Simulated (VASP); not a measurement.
# P in VASP: a series of runs

P is run at these levels: PBE+D3(BJ); tasks: single point.

Program: VASP 6.6.1. These are calculated values, not measurements. Logs are shortened: lines on timing, memory, paths and dates and some standing lists are left out, and cuts for length are marked.

**1. The cell of the first run**

The cell holds a slab with vacuum, 8 atoms: a = 3.296 Å, b = 4.439 Å, c = 21.746 Å, α = 90.00°, β = 90.00°, γ = 90.00°.

**2. Single point, PBE+D3(BJ) (layers slid over each other)**

Contents of INCAR:

```
SYSTEM = P
  PREC = Accurate
  ENCUT = 520
  EDIFF = 1E-7
  ISMEAR = 0
  SIGMA = 0.05
  LREAL = .False.
  LASPH = .True.
  NELM = 80
  ALGO = Normal
  ISIF = 2
  LWAVE = .False.
  LCHARG = .True.
  LDIPOL = .True.
  IDIPOL = 3
  DIPOL = 0.5 0.5 0.385
  GGA = PE
  IVDW = 12
  LELF = .True.
  LVHAR = .True.
  LVACPOTAV = .True.
  NBANDS = 30
```

Contents of KPOINTS:

```
regular mesh
0
Gamma
  8 6 1
  0 0 0
```

Contents of POSCAR:

```
P
1.0
    3.2961869271      0.0000000000      0.0000000000
    0.0000000000      4.4391555608      0.0000000000
    0.0000000000      0.0000000000     21.7461973993
P
8
Direct
    0.5000000000      0.9174951521      0.2069327302
    0.0000000000      0.5825048479      0.2069327302
    0.5000000000      0.0825048479      0.3045635326
    0.0000000000      0.4174951521      0.3045635326
    1.2500000000      0.8325048479      0.4645915106
    0.7500000000      0.4975145437      0.4645915106
    1.2500000000     -0.0024854563      0.5622223129
    0.7500000000      0.3325048479      0.5622223129
```

Potentials or basis: VASP PAW PBE potentials, release 64 (P).

The run is started by

```console
cat potpaw_PBE.64/P/POTCAR > POTCAR
mpirun -np 1 vasp_std > vasp.out
```

OUTCAR:

```text
SYSTEM = P
   PREC = Accurate
   ENCUT = 520
   EDIFF = 1E-7
   ISMEAR = 0
   LREAL = .False.
   LASPH = .True.
   NELM = 80
   ISIF = 2
   GGA = PE
   IVDW = 12
 IVDW          = 12

 ion  position               nearest neighbor table
   1  0.500  0.917  0.207-   2 2.22   2 2.22   3 2.25
   2  0.000  0.583  0.207-   1 2.22   1 2.22   4 2.25
   3  0.500  0.083  0.305-   4 2.22   4 2.22   1 2.25
   4  0.000  0.417  0.305-   3 2.22   3 2.22   2 2.25
   5  0.250  0.833  0.465-   6 2.22   6 2.22   7 2.25
   6  0.750  0.498  0.465-   5 2.22   5 2.22   8 2.25
   7  0.250  0.998  0.562-   8 2.22   8 2.22   5 2.25
   8  0.750  0.333  0.562-   7 2.22   7 2.22   6 2.25

  LATTYP: Found a simple orthorhombic cell.
 ALAT       =     3.2961869271
 B/A-ratio  =     1.3467547985
 C/A-ratio  =     6.5973799060

  Lattice vectors:

 A1 = (   3.2961869271,   0.0000000000,   0.0000000000)
 A2 = (   0.0000000000,   4.4391555608,   0.0000000000)
 A3 = (   0.0000000000,   0.0000000000,  21.7461973993)

Analysis of symmetry for initial positions (statically):
=====================================================================
 Subroutine PRICEL returns:
 Original cell was already a primitive cell.

 Routine SETGRP: Setting up the symmetry group for a
 simple orthorhombic supercell.

 Subroutine GETGRP returns: Found  2 space group operations
 (whereof  1 operations were pure point group operations)
 out of a pool of  8 trial point group operations.

The static configuration has the point symmetry C_1 .
 The point group associated with its full space group is S_2 .

Analysis of symmetry for dynamics (positions and initial velocities):
=====================================================================
 Subroutine PRICEL returns:
 Original cell was already a primitive cell.

 Routine SETGRP: Setting up the symmetry group for a
 simple orthorhombic supercell.

 Subroutine GETGRP returns: Found  2 space group operations
 (whereof  1 operations were pure point group operations)
 out of a pool of  8 trial point group operations.

The dynamic configuration has the point symmetry C_1 .
 The point group associated with its full space group is S_2 .

 Subroutine INISYM returns: Found  2 space group operations
 (whereof  1 operations are pure point group operations),
 and found     1 'primitive' translations

----------------------------------------------------------------------------------------

                                     Primitive cell

  volume of cell :     318.1966

  direct lattice vectors                    reciprocal lattice vectors
     3.296186927  0.000000000  0.000000000     0.303380853  0.000000000  0.000000000
     0.000000000  4.439155561  0.000000000     0.000000000  0.225268069  0.000000000
     0.000000000  0.000000000 21.746197399     0.000000000  0.000000000  0.045985051

  length of vectors
     3.296186927  4.439155561 21.746197399     0.303380853  0.225268069  0.045985051

  position of ions in fractional coordinates (direct lattice)
     0.500000000  0.917495152  0.206932730
     0.000000000  0.582504848  0.206932730
     0.500000000  0.082504848  0.304563533
     0.000000000  0.417495152  0.304563533
     0.250000000  0.832504848  0.464591511
     0.750000000  0.497514544  0.464591511
     0.250000000  0.997514544  0.562222313
     0.750000000  0.332504848  0.562222313

  ion indices of the primitive-cell ions
   primitive index   ion index
                 1           1
                 2           2
                 3           3
                 4           4
                 5           5
                 6           6
                 7           7
                 8           8

----------------------------------------------------------------------------------------

 KPOINTS: regular mesh

Automatic generation of k-mesh.
 Grid dimensions read from file:
 generate k-points for:    8    6    1

 Generating k-lattice:

  Cartesian coordinates                     Fractional coordinates (reciprocal lattice)
     0.037922607  0.000000000  0.000000000     0.125000000  0.000000000  0.000000000
     0.000000000  0.037544678  0.000000000     0.000000000  0.166666667  0.000000000
     0.000000000  0.000000000  0.045985051     0.000000000  0.000000000  1.000000000

  Length of vectors
     0.037922607  0.037544678  0.045985051

  Shift w.r.t. Gamma in fractional coordinates (k-lattice)
     0.000000000  0.000000000  0.000000000

 Subroutine IBZKPT returns following result:
 ===========================================

 Found     26 irreducible k-points:

 Following reciprocal coordinates:
            Coordinates               Weight
  0.000000  0.000000  0.000000      1.000000
  0.125000  0.000000  0.000000      2.000000
  0.250000  0.000000  0.000000      2.000000
  0.375000  0.000000  0.000000      2.000000
  0.500000  0.000000  0.000000      1.000000
  0.000000  0.166667  0.000000      2.000000
[... 16 lines left out ...]
  0.125000  0.500000  0.000000      2.000000
  0.250000  0.500000  0.000000      2.000000
 [... further k-points ...]
   k-points           NKPTS =     26   k-points in BZ     NKDIM =     26   number of bands    NBANDS=     30
   number of dos      NEDOS =    301   number of ions     NIONS =      8
   total plane-waves  NPLWV = 163296
   dimension x,y,z NGX =    28 NGY =   36 NGZ =  162
   dimension x,y,z NGXF=    56 NGYF=   72 NGZF=  324
   ions per type =               8
   NGX,Y,Z   is equivalent  to a cutoff of  14.12, 13.48, 12.38 a.u.
   NGXF,Y,Z  is equivalent  to a cutoff of  28.24, 26.96, 24.77 a.u.
 SYSTEM =  P
   PREC   = accura    normal or accurate (medium, high low for compatibility)
   ISTART =      0    job   : 0-new  1-cont  2-samecut
   ICHARG =      2    charge: 1-file 2-atom 10-const
   ISPIN  =      1    spin polarized calculation?
   LNONCOLLINEAR =      F non collinear calculations
   LSORBIT =      F    spin-orbit coupling
   LASPH  =      T    aspherical Exc in radial PAW
   ENCUT  =  520.0 eV  38.22 Ry    6.18 a.u.   6.13  8.25 40.43*2*pi/ulx,y,z
   NELM   =     80;   NELMIN=  2; NELMDL= -5     # of ELM steps
   EDIFF  = 0.1E-06   stopping-criterion for ELM
   LREAL  =      F    real-space projection
   EDIFFG = 0.1E-05   stopping-criterion for IOM
   NSW    =      0    number of steps for IOM
   IBRION =     -1    ionic relax: 0-MD 1-quasi-New 2-CG
   NFREE  =      0    steps in history (QN), initial steepest desc. (CG)
   ISIF   =      2    stress and relaxation
   ISYM   =      2    0-nonsym 1-usesym 2-fastsym
   POTIM  = 0.5000    time-step for ionic-motion
   TEBEG  =    0.0;   TEEND  =   0.0 temperature during run
   PSTRESS=    0.0 pullay stress
   NELECT =      40.0000    total number of electrons
   NUPDOWN=      -1.0000    fix difference up-down
   EMIN   =  10.00;   EMAX   =-10.00  energy-range for DOS
   EFERMI =   0.00;   METHOD = LEGACY
   ISMEAR =     0;   SIGMA  =   0.05  broadening in eV -4-tet -1-fermi 0-gaus
   EFERMI_NEDOS =   21; number of points for ismear=-14 and -15
   IALGO  =     38    algorithm
   IMIX   =      4    mixing-type and parameters
     AMIX     =   0.40;   BMIX     =  1.00
     AMIX_MAG =   1.60;   BMIX_MAG =  1.00
  volume/ion in A,a.u.               =      39.77       268.41
  Fermi-wavevector in a.u.,A,eV,Ry     =   0.820093  1.549751  9.150628  0.672552
  Thomas-Fermi vector in A             =   1.931014
   LORBIT       =      0    0 simple, 1 ext, 2 COOP (PROOUT), +10 PAW based schemes
   GGA     = PE    functional components
   LHFCALC =     F    Hartree Fock is set to
   AEXX    =    0.0000 exact exchange contribution
   IVDW    =    12    specifies the selected vdW correction
   LEPSILON=     F    determine dielectric tensor
   LRPA    =     F    only Hartree local field effects (RPA)
 non-spin polarized calculation
 Gauss-broadening in eV      SIGMA  =   0.05
  energy-cutoff  :      520.00
  volume of cell :      318.20
 maximum number of plane-waves:      8606
 NGX is ok and might be reduce to    28
   NGX = 13   NGY = 17   NGZ = 81

 dipolmoment           0.000000      0.000000      0.000134 electrons x Angstroem

 number of electron      39.9999998 magnetization

 dipolmoment           0.000000      0.000000     -0.000000 electrons x Angstroem

 Free energy of the ion-electron system (eV)
  ---------------------------------------------------
  ext. energy  EPLUGINS =         0.00000000
  ---------------------------------------------------
  free energy    TOTEN  =       -42.92240190 eV

  energy without entropy =      -42.92240190  energy(sigma->0) =      -42.92240190

 E-fermi :   0.7485     XC(G=0):  -5.2742

 val. band max:        0.5427343331   @ k =   0.0000   0.0000   0.0000
 cond. band min:       0.9509249482   @ k =   0.0000   0.0000   0.0000
 fundamental gap:      0.4081906150
 Fermi energy:         0.7485190021

 k-point     1 :       0.0000    0.0000    0.0000
  band No.  band energies     occupation
      1     -14.8572      2.00000
      2     -14.7987      2.00000
      3     -12.2932      2.00000
      4     -12.1447      2.00000
      5      -8.7175      2.00000
      6      -8.6833      2.00000
[... 22 lines left out ...]
     29       4.7157      0.00000
     30       4.7271      0.00000

 k-point     2 :       0.1250    0.0000    0.0000
  band No.  band energies     occupation
      1     -14.6701      2.00000
      2     -14.6119      2.00000
      3     -12.0985      2.00000
      4     -11.9503      2.00000
      5      -8.8352      2.00000
      6      -8.8039      2.00000
[... 22 lines left out ...]
     29       4.9145      0.00000
     30       4.9245      0.00000

 k-point     3 :       0.2500    0.0000    0.0000
  band No.  band energies     occupation
      1     -14.1144      2.00000
      2     -14.0575      2.00000
      3     -11.5173      2.00000
      4     -11.3699      2.00000
      5      -9.4277      2.00000
      6      -9.3964      2.00000
[... 22 lines left out ...]
     29       4.9003      0.00000
     30       5.0353      0.00000

 k-point     4 :       0.3750    0.0000    0.0000
  band No.  band energies     occupation
      1     -13.2106      2.00000
      2     -13.1559      2.00000
      3     -10.6357      2.00000
      4     -10.5930      2.00000
      5     -10.5582      2.00000
      6     -10.4128      2.00000
[... 22 lines left out ...]
     29       3.5327      0.00000
     30       3.5983      0.00000

 k-point     5 :       0.5000    0.0000    0.0000
  band No.  band energies     occupation
      1     -12.0108      2.00000
      2     -12.0055      2.00000
      3     -11.9588      2.00000
      4     -11.9566      2.00000
      5      -9.2505      2.00000
      6      -9.2362      2.00000
[... 22 lines left out ...]
     29       3.6787      0.00000
     30       3.8055      0.00000
[... 526 lines left out ...]
     29       5.3691      0.00000
     30       5.3912      0.00000

 k-point    22 :       0.0000    0.5000    0.0000
  band No.  band energies     occupation
      1     -13.6372      2.00000
      2     -13.5992      2.00000
      3     -13.5812      2.00000
      4     -13.5749      2.00000
      5      -8.3959      2.00000
      6      -8.3762      2.00000
[... 22 lines left out ...]
     29       3.8094      0.00000
     30       3.8095      0.00000

 k-point    23 :       0.1250    0.5000    0.0000
  band No.  band energies     occupation
      1     -13.4580      2.00000
      2     -13.4206      2.00000
      3     -13.4024      2.00000
      4     -13.3961      2.00000
      5      -8.3053      2.00000
      6      -8.2854      2.00000
[... 22 lines left out ...]
     29       4.3733      0.00000
     30       4.4345      0.00000

 k-point    24 :       0.2500    0.5000    0.0000
  band No.  band energies     occupation
      1     -12.9357      2.00000
      2     -12.9002      2.00000
      3     -12.8816      2.00000
      4     -12.8755      2.00000
      5      -8.2358      2.00000
      6      -8.2154      2.00000
[... 22 lines left out ...]
     29       5.8357      0.00000
     30       5.8612      0.00000

 [... further k-points ...]

------------------------ aborting loop because EDIFF is reached ----------------------------------------

 Edisp (eV)   -2.33340

 E8    (eV) :    -0.9133

  FORCE on cell =-STRESS in cart. coord.  units (eV):
  Direction    XX          YY          ZZ          XY          YZ          ZX
  --------------------------------------------------------------------------------------
  -------------------------------------------------------------------------------------
  Total      -0.69103    -0.85096    -0.85749     0.02948    -0.12089    -0.21339
  in kB      -3.47944    -4.28473    -4.31761     0.14846    -0.60870    -1.07447
  external pressure =       -4.03 kB  Pullay stress =        0.00 kB

 VOLUME and BASIS-vectors are now :
 -----------------------------------------------------------------------------
  energy-cutoff  :      520.00
  volume of cell :      318.20
      direct lattice vectors                 reciprocal lattice vectors
     3.296186927  0.000000000  0.000000000     0.303380853  0.000000000  0.000000000
     0.000000000  4.439155561  0.000000000     0.000000000  0.225268069  0.000000000
     0.000000000  0.000000000 21.746197399     0.000000000  0.000000000  0.045985051

 POSITION                                       TOTAL-FORCE (eV/Angst)
 -----------------------------------------------------------------------------------
      1.64809      4.07290      4.50000         0.007651     -0.032945      0.016994
      0.00000      2.58583      4.50000         0.012110      0.049125      0.024603
      1.64809      0.36625      6.62310         0.012561     -0.016315      0.083599
      0.00000      1.85333      6.62310         0.005043      0.015100      0.055593
      0.82405      3.69562     10.10310        -0.012561      0.016315     -0.083599
      2.47214      2.20854     10.10310        -0.005043     -0.015100     -0.055593
      0.82405      4.42812     12.22620        -0.007651      0.032945     -0.016994
      2.47214      1.47604     12.22620        -0.012110     -0.049125     -0.024603
 -----------------------------------------------------------------------------------
    total drift:                                0.000000     -0.000006     -0.000004

  FREE ENERGIE OF THE ION-ELECTRON SYSTEM (eV)
  ---------------------------------------------------
  free  energy   TOTEN  =       -45.2557996836 eV

  energy  without entropy=      -45.2557996835  energy(sigma->0) =      -45.25579968

 vacuum level on the upper side and lower side of the slab         5.264         5.264
```

Wall time 7.2 min (1 thread of Intel Xeon Platinum 8488C (Sapphire Rapids), shared host); peak memory 0.45 GiB.

What came out:

```
Free energy                : -45.2558 eV
Largest force              : 0.086 eV/Å
Band gap on the k mesh     : 0.41 eV
Dispersion energy per atom : -0.292 eV
```

Forces on the atoms (eV/Å):
```
P    0.008 -0.033  0.017
P    0.012  0.049  0.025
P    0.013 -0.016  0.084
P    0.005  0.015  0.056
P   -0.013  0.016 -0.084
P   -0.005 -0.015 -0.056
P   -0.008  0.033 -0.017
P   -0.012 -0.049 -0.025
```

Caveat: the cell differs from its parent crystal (layers slid over each other); semilocal functionals underestimate gaps, and a narrow one can read as zero.

(Continued in part 2 of 2.)
